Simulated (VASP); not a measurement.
# SiC (Fmm2) in VASP: notebook, part 2 of 2

VASP 6.6.1. The steps go on from the part before.

**3. Single point, PBE**

This run uses another cell than the first one, of 16.26 Å³/atom, 1.161 times its volume.

Contents of INCAR:

```
PREC = Accurate
ENCUT = 520
EDIFF = 1E-7
ISMEAR = 0
SIGMA = 0.1
LREAL = False
LASPH = True
NELM = 60
ALGO = Normal
ISIF = 2
LWAVE = False
LCHARG = True
GGA = PE
LELF = True
LVHAR = True
NBANDS = 11
```

Contents of KPOINTS:

```
Automatic mesh
0
Gamma
  8 8 8
```

Contents of POSCAR:

```
SiC
1.0
    0.0000000000      3.9136268002      2.6782743992
    1.5510216488      0.0000000000      2.6782743992
    1.5510216488      3.9136268002      0.0000000000
Si C
1 1
Direct
    0.6669547820      0.6669547820      0.3330452180
    0.3330452180      0.3330452180      0.6669547820
```

Potentials or basis: VASP PAW PBE potentials, release 64 (Si, C).

Command:

```
> cat potpaw_PBE.64/Si/POTCAR potpaw_PBE.64/C/POTCAR > POTCAR
> mpirun -np 1 vasp_std > vasp.out
```

OUTCAR:

```text
PREC = Accurate
   ENCUT = 520
   EDIFF = 1E-7
   ISMEAR = 0
   LREAL = False
   LASPH = True
   NELM = 60
   ISIF = 2
   GGA = PE

 ion  position               nearest neighbor table
   1  0.667  0.667  0.333-   2 1.79   2 1.79   2 1.79
   2  0.333  0.333  0.667-   1 1.79   1 1.79   1 1.79

  LATTYP: Found a face centered orthorhombic cell.
 ALAT       =     3.1020432976
 B/A-ratio  =     1.7267807972
 C/A-ratio  =     2.5232573660

  Lattice vectors:

 A1 = (   0.0000000000,   3.9136268002,   2.6782743992)
 A2 = (  -1.5510216488,   3.9136268002,   0.0000000000)
 A3 = (  -1.5510216488,   0.0000000000,   2.6782743992)

Analysis of symmetry for initial positions (statically):
=====================================================================
 Subroutine PRICEL returns:
 Original cell was already a primitive cell.

 Routine SETGRP: Setting up the symmetry group for a
 face centered orthorhombic supercell.

 Subroutine GETGRP returns: Found  4 space group operations
 (whereof  4 operations were pure point group operations)
 out of a pool of  8 trial point group operations.

The static configuration has the point symmetry C_2v.

Analysis of symmetry for dynamics (positions and initial velocities):
=====================================================================
 Subroutine PRICEL returns:
 Original cell was already a primitive cell.

 Routine SETGRP: Setting up the symmetry group for a
 face centered orthorhombic supercell.

 Subroutine GETGRP returns: Found  4 space group operations
 (whereof  4 operations were pure point group operations)
 out of a pool of  8 trial point group operations.

The dynamic configuration has the point symmetry C_2v.

 Subroutine INISYM returns: Found  4 space group operations
 (whereof  4 operations are pure point group operations),
 and found     1 'primitive' translations

----------------------------------------------------------------------------------------

                                     Primitive cell

  volume of cell :      32.5149

  direct lattice vectors                    reciprocal lattice vectors
     0.000000000  3.913626800  2.678274399    -0.322368163  0.127758733  0.186687369
     1.551021649  0.000000000  2.678274399     0.322368163 -0.127758733  0.186687369
     1.551021649  3.913626800  0.000000000     0.322368163  0.127758733 -0.186687369

  length of vectors
     4.742323111  3.094967191  4.209767557     0.393821914  0.393821914  0.393821914

  position of ions in fractional coordinates (direct lattice)
     0.666954782  0.666954782  0.333045218
     0.333045218  0.333045218  0.666954782

  ion indices of the primitive-cell ions
   primitive index   ion index
                 1           1
                 2           2

----------------------------------------------------------------------------------------

 KPOINTS: Automatic mesh

Automatic generation of k-mesh.
 Grid dimensions read from file:
 generate k-points for:    8    8    8

[... 21 lines left out ...]
  0.125000  0.000000 -0.000000      8.000000
  0.250000  0.000000 -0.000000      8.000000
  0.375000  0.000000 -0.000000      8.000000
  0.500000  0.000000 -0.000000      4.000000
  0.125000  0.125000  0.000000      2.000000
[... 16 lines left out ...]
  0.250000  0.000000  0.125000      8.000000
  0.375000  0.000000  0.125000      8.000000
 [... further k-points ...]
   k-points           NKPTS =     95   k-points in BZ     NKDIM =     95   number of bands    NBANDS=     11
   number of dos      NEDOS =    301   number of ions     NIONS =      2
   total plane-waves  NPLWV =  27648
   dimension x,y,z NGX =    36 NGY =   24 NGZ =   32
   dimension x,y,z NGXF=    72 NGYF=   48 NGZF=   64
   ions per type =               1   1
   NGX,Y,Z   is equivalent  to a cutoff of  12.62, 12.89, 12.64 a.u.
   NGXF,Y,Z  is equivalent  to a cutoff of  25.24, 25.78, 25.27 a.u.
 SYSTEM =  unknown system
   PREC   = accura    normal or accurate (medium, high low for compatibility)
   ISTART =      0    job   : 0-new  1-cont  2-samecut
   ICHARG =      2    charge: 1-file 2-atom 10-const
   ISPIN  =      1    spin polarized calculation?
   LNONCOLLINEAR =      F non collinear calculations
   LSORBIT =      F    spin-orbit coupling
   LASPH  =      T    aspherical Exc in radial PAW
   ENCUT  =  520.0 eV  38.22 Ry    6.18 a.u.   8.82  5.75  7.83*2*pi/ulx,y,z
   NELM   =     60;   NELMIN=  2; NELMDL= -5     # of ELM steps
   EDIFF  = 0.1E-06   stopping-criterion for ELM
   LREAL  =      F    real-space projection
   EDIFFG = 0.1E-05   stopping-criterion for IOM
   NSW    =      0    number of steps for IOM
   IBRION =     -1    ionic relax: 0-MD 1-quasi-New 2-CG
   NFREE  =      0    steps in history (QN), initial steepest desc. (CG)
   ISIF   =      2    stress and relaxation
   ISYM   =      2    0-nonsym 1-usesym 2-fastsym
   POTIM  = 0.5000    time-step for ionic-motion
   TEBEG  =    0.0;   TEEND  =   0.0 temperature during run
   PSTRESS=    0.0 pullay stress
   NELECT =       8.0000    total number of electrons
   NUPDOWN=      -1.0000    fix difference up-down
   EMIN   =  10.00;   EMAX   =-10.00  energy-range for DOS
   EFERMI =   0.00;   METHOD = LEGACY
   ISMEAR =     0;   SIGMA  =   0.10  broadening in eV -4-tet -1-fermi 0-gaus
   EFERMI_NEDOS =   21; number of points for ismear=-14 and -15
   IALGO  =     38    algorithm
   IMIX   =      4    mixing-type and parameters
     AMIX     =   0.40;   BMIX     =  1.00
     AMIX_MAG =   1.60;   BMIX_MAG =  1.00
  volume/ion in A,a.u.               =      16.26       109.71
  Fermi-wavevector in a.u.,A,eV,Ry     =   1.025835  1.938546 14.317912  1.052337
  Thomas-Fermi vector in A             =   2.159696
   LORBIT       =      0    0 simple, 1 ext, 2 COOP (PROOUT), +10 PAW based schemes
   GGA     = PE    functional components
   LHFCALC =     F    Hartree Fock is set to
   AEXX    =    0.0000 exact exchange contribution
   IVDW    =     0    specifies the selected vdW correction
   LEPSILON=     F    determine dielectric tensor
   LRPA    =     F    only Hartree local field effects (RPA)
 non-spin polarized calculation
 Gauss-broadening in eV      SIGMA  =   0.10
  energy-cutoff  :      520.00
  volume of cell :       32.51
 maximum number of plane-waves:       902
   NGX = 17   NGY = 11   NGZ = 15

 number of electron       8.0000000 magnetization

 Free energy of the ion-electron system (eV)
  ---------------------------------------------------
  ext. energy  EPLUGINS =         0.00000000
  ---------------------------------------------------
  free energy    TOTEN  =       -14.06711801 eV

  energy without entropy =      -14.06711801  energy(sigma->0) =      -14.06711801

 E-fermi :   4.0929     XC(G=0):  -8.9321

 val. band max:        3.5933269374   @ k =   0.5000  -0.3750   0.1250
 cond. band min:       4.9766382055   @ k =   0.0000   0.5000   0.5000
 fundamental gap:      1.3833112681
 Fermi energy:         4.0928856963

 k-point     1 :       0.0000    0.0000    0.0000
  band No.  band energies     occupation
      1     -10.4193      2.00000
      2       0.6134      2.00000
      3       2.0381      2.00000
      4       2.0511      2.00000
      5       5.7749      0.00000
      6      10.8422      0.00000
      7      10.9643      0.00000
      8      11.3860      0.00000
      9      12.8803      0.00000
     10      17.6833      0.00000
     11      18.0989      0.00000
[... 309 lines left out ...]
 k-point    24 :       0.3750    0.0000    0.1250
  band No.  band energies     occupation
      1      -9.3137      2.00000
      2      -1.1574      2.00000
      3       0.6030      2.00000
      4       1.1844      2.00000
      5       7.8631      0.00000
      6       9.1885      0.00000
      7      10.5844      0.00000
      8      13.6878      0.00000
      9      14.2349      0.00000
     10      16.6895      0.00000
     11      16.9433      0.00000

 [... further k-points ...]

------------------------ aborting loop because EDIFF is reached ----------------------------------------

  FORCE on cell =-STRESS in cart. coord.  units (eV):
  Direction    XX          YY          ZZ          XY          YZ          ZX
  --------------------------------------------------------------------------------------
  -------------------------------------------------------------------------------------
  Total       -0.0150127      0.0035996     -0.0106553      0.0000000      0.0000000      0.0000000
  in kB       -0.7397524      0.1773730     -0.5250433      0.0000000      0.0000000      0.0000000
  external PRESSURE =      -0.3624743 kB  Pullay stress =       0.0000000 kB

 VOLUME and BASIS-vectors are now :
 -----------------------------------------------------------------------------
  energy-cutoff  :      520.00
  volume of cell :       32.51
      direct lattice vectors                 reciprocal lattice vectors
     0.000000000  3.913626800  2.678274399    -0.322368163  0.127758733  0.186687369
     1.551021649  0.000000000  2.678274399     0.322368163 -0.127758733  0.186687369
     1.551021649  3.913626800  0.000000000     0.322368163  0.127758733 -0.186687369

 POSITION                                       TOTAL-FORCE (eV/Angst)
 -----------------------------------------------------------------------------------
      1.55102      3.91363      3.57258         0.000000      0.000000     -0.003453
      1.55102      3.91363      1.78397         0.000000      0.000000      0.003453
 -----------------------------------------------------------------------------------
    total drift:                               -0.000001     -0.000000      0.000230

  FREE ENERGIE OF THE ION-ELECTRON SYSTEM (eV)
  ---------------------------------------------------
  free  energy   TOTEN  =       -14.0671180099 eV

  energy  without entropy=      -14.0671180099  energy(sigma->0) =      -14.06711801
```

stdout:

```text
POSCAR found type information on POSCAR SiC
 POSCAR found :  2 types and       2 ions
 scaLAPACK will be used
 LDA part: xc-table for (Slater+PW92), standard interpolation
 POSCAR, INCAR and KPOINTS ok, starting setup
 FFT: planning ... GRIDC
 FFT: planning ... GRID_SOFT
 FFT: planning ... GRID
 WAVECAR not read
 entering main loop
```

Run time: 17 s. Hardware: 1 thread of AMD EPYC 9R45 (Zen 5), shared host; peak memory 0.15 GiB.

Results:

```
Free energy            : -14.0671 eV
Pressure               : 0.0 GPa
Largest force          : 0.003 eV/Å
Band gap on the k mesh : 1.38 eV, indirect (least direct gap 2.63 eV)
```

Forces in eV/Å, atoms in the order of the input:
```
Si   0.000  0.000 -0.003
C    0.000  0.000  0.003
```

Stress tensor (GPa, compression positive):
```
-0.07  0.00  0.00
 0.00  0.02  0.00
 0.00  0.00 -0.05
```

A k mesh can miss the band edges. As with any semilocal functional, this PBE gap is likely too small.

**4. Single point, PBE**

This run uses another cell than the first one, of 16.26 Å³/atom, 1.161 times its volume.

Contents of INCAR:

```
SYSTEM = SiC
  PREC = Accurate
  ENCUT = 520
  EDIFF = 1E-7
  ISMEAR = 0
  SIGMA = 0.02
  LREAL = .False.
  LASPH = .True.
  NELM = 60
  ALGO = Normal
  ISIF = 2
  LWAVE = .False.
  LCHARG = .False.
  GGA = PE
  NBANDS = 11
```

Contents of KPOINTS:

```
regular mesh
0
Gamma
  10 10 10
  0 0 0
```

POSCAR is that of step 3.

Potentials or basis: VASP PAW PBE potentials, release 64 (Si, C).

Command:

```
> cat potpaw_PBE.64/Si/POTCAR potpaw_PBE.64/C/POTCAR > POTCAR
> mpirun -np 1 vasp_std > vasp.out
```

OUTCAR:

```text
SYSTEM = SiC
   PREC = Accurate
   ENCUT = 520
   EDIFF = 1E-7
   ISMEAR = 0
   LREAL = .False.
   LASPH = .True.
   NELM = 60
   ISIF = 2
   GGA = PE

 ion  position               nearest neighbor table
   1  0.667  0.667  0.333-   2 1.79   2 1.79   2 1.79
   2  0.333  0.333  0.667-   1 1.79   1 1.79   1 1.79

  LATTYP: Found a face centered orthorhombic cell.
 ALAT       =     3.1020432976
 B/A-ratio  =     1.7267807972
 C/A-ratio  =     2.5232573660

  Lattice vectors:

 A1 = (   0.0000000000,   3.9136268002,   2.6782743992)
 A2 = (  -1.5510216488,   3.9136268002,   0.0000000000)
 A3 = (  -1.5510216488,   0.0000000000,   2.6782743992)

Analysis of symmetry for initial positions (statically):
=====================================================================
 Subroutine PRICEL returns:
 Original cell was already a primitive cell.

 Routine SETGRP: Setting up the symmetry group for a
 face centered orthorhombic supercell.

 Subroutine GETGRP returns: Found  4 space group operations
 (whereof  4 operations were pure point group operations)
 out of a pool of  8 trial point group operations.

The static configuration has the point symmetry C_2v.
[... 172 lines left out ...]
      3       2.0377      2.00000
      4       2.0507      2.00000
      5       5.7748      0.00000
      6      10.8421      0.00000
      7      10.9642      0.00000
      8      11.3859      0.00000
      9      12.8800      0.00000
     10      17.6832      0.00000
     11      18.0989      0.00000
[... 309 lines left out ...]
 k-point    24 :       0.4000    0.3000    0.0000
  band No.  band energies     occupation
      1      -8.4013      2.00000
      2      -2.9312      2.00000
      3       0.2298      2.00000
      4       2.4478      2.00000
      5       7.7173      0.00000
      6       8.2958      0.00000
      7       9.8409      0.00000
      8      13.5179      0.00000
      9      13.9637      0.00000
     10      15.9439      0.00000
     11      18.0956      0.00000

 [... further k-points ...]

------------------------ aborting loop because EDIFF is reached ----------------------------------------

  FORCE on cell =-STRESS in cart. coord.  units (eV):
  Direction    XX          YY          ZZ          XY          YZ          ZX
  --------------------------------------------------------------------------------------
  -------------------------------------------------------------------------------------
  Total       -0.0146433      0.0040160     -0.0103550      0.0000000      0.0000000      0.0000000
  in kB       -0.7215500      0.1978895     -0.5102424      0.0000000      0.0000000      0.0000000
  external PRESSURE =      -0.3446343 kB  Pullay stress =       0.0000000 kB

 VOLUME and BASIS-vectors are now :
 -----------------------------------------------------------------------------
  energy-cutoff  :      520.00
  volume of cell :       32.51
      direct lattice vectors                 reciprocal lattice vectors
     0.000000000  3.913626800  2.678274399    -0.322368163  0.127758733  0.186687369
     1.551021649  0.000000000  2.678274399     0.322368163 -0.127758733  0.186687369
     1.551021649  3.913626800  0.000000000     0.322368163  0.127758733 -0.186687369

 POSITION                                       TOTAL-FORCE (eV/Angst)
 -----------------------------------------------------------------------------------
      1.55102      3.91363      3.57258         0.000000      0.000000     -0.003740
      1.55102      3.91363      1.78397         0.000000      0.000000      0.003740
 -----------------------------------------------------------------------------------
    total drift:                               -0.000001     -0.000000      0.000230

  FREE ENERGIE OF THE ION-ELECTRON SYSTEM (eV)
  ---------------------------------------------------
  free  energy   TOTEN  =       -14.0674905724 eV

  energy  without entropy=      -14.0674905724  energy(sigma->0) =      -14.06749057
```

OSZICAR:

```text
N       E                     dE             d eps       ncg     rms          rms(c)
DAV:   1     0.110028085699E+02    0.11003E+02   -0.36675E+03  3770   0.607E+02
DAV:   2    -0.155408369060E+02   -0.26544E+02   -0.25031E+02  4828   0.110E+02
DAV:   3    -0.167383490219E+02   -0.11975E+01   -0.11946E+01  4609   0.221E+01
DAV:   4    -0.167480104342E+02   -0.96614E-02   -0.96606E-02  4286   0.250E+00
DAV:   5    -0.167481097081E+02   -0.99274E-04   -0.99273E-04  4556   0.241E-01    0.964E+00
DAV:   6    -0.141453533741E+02    0.26028E+01   -0.11212E+01  4053   0.138E+01    0.380E+00
DAV:   7    -0.140904052959E+02    0.54948E-01   -0.35900E-01  4234   0.361E+00    0.198E+00
DAV:   8    -0.140665735199E+02    0.23832E-01   -0.59511E-02  4295   0.142E+00    0.231E-01
DAV:   9    -0.140669875919E+02   -0.41407E-03   -0.36158E-03  4526   0.331E-01    0.119E-01
DAV:  10    -0.140674426955E+02   -0.45510E-03   -0.74244E-04  4125   0.144E-01    0.368E-02
DAV:  11    -0.140674787589E+02   -0.36063E-04   -0.36116E-05  4697   0.308E-02    0.257E-02
DAV:  12    -0.140674903556E+02   -0.11597E-04   -0.22375E-05  4125   0.261E-02    0.446E-03
DAV:  13    -0.140674905773E+02   -0.22171E-06   -0.11921E-06  5015   0.557E-03    0.363E-03
DAV:  14    -0.140674905724E+02    0.49232E-08   -0.35489E-07  4224   0.282E-03
   1 F= -.14067491E+02 E0= -.14067491E+02  d E =-.284987E-25
```

Wall time 29 s (1 thread of AMD EPYC 9R45 (Zen 5), shared host); peak memory 0.17 GiB.

What came out:

| Item | Value |
| --- | --- |
| Free energy | -14.0675 eV |
| Pressure | 0.0 GPa |
| Largest force | 0.004 eV/Å |
| Band gap on the k mesh | 1.44 eV, indirect (least direct gap 2.45 eV) |

Forces in eV/Å, atoms in the order of the input:
```
Si   0.000  0.000 -0.004
C    0.000  0.000  0.004
```

**5. Overview**

```tsv
cell	k mesh	smearing	gap on the mesh (eV)	pressure (GPa)
a = 4.641, b = 2.874, c = 4.172 Å, angles 80.1, 37.6, 62.3°, 2 atoms	8 × 8 × 8	gaussian 0.1 eV	1.85	42.0
a = 4.742, b = 3.095, c = 4.210 Å, angles 79.4, 39.9, 60.7°, 2 atoms	8 × 8 × 8	gaussian 0.1 eV	1.38	0.0
a = 4.742, b = 3.095, c = 4.210 Å, angles 79.4, 39.9, 60.7°, 2 atoms	10 × 10 × 10	gaussian 0.02 eV	1.44	0.0
```

Alike in all rows: task single point; level PBE; potentials or basis VASP PAW PBE potentials, release 64 (Si, C); no spin polarisation; cutoff (eV) 520.

Total energies depend on the potentials used, so only differences within one code and one set of settings carry meaning.
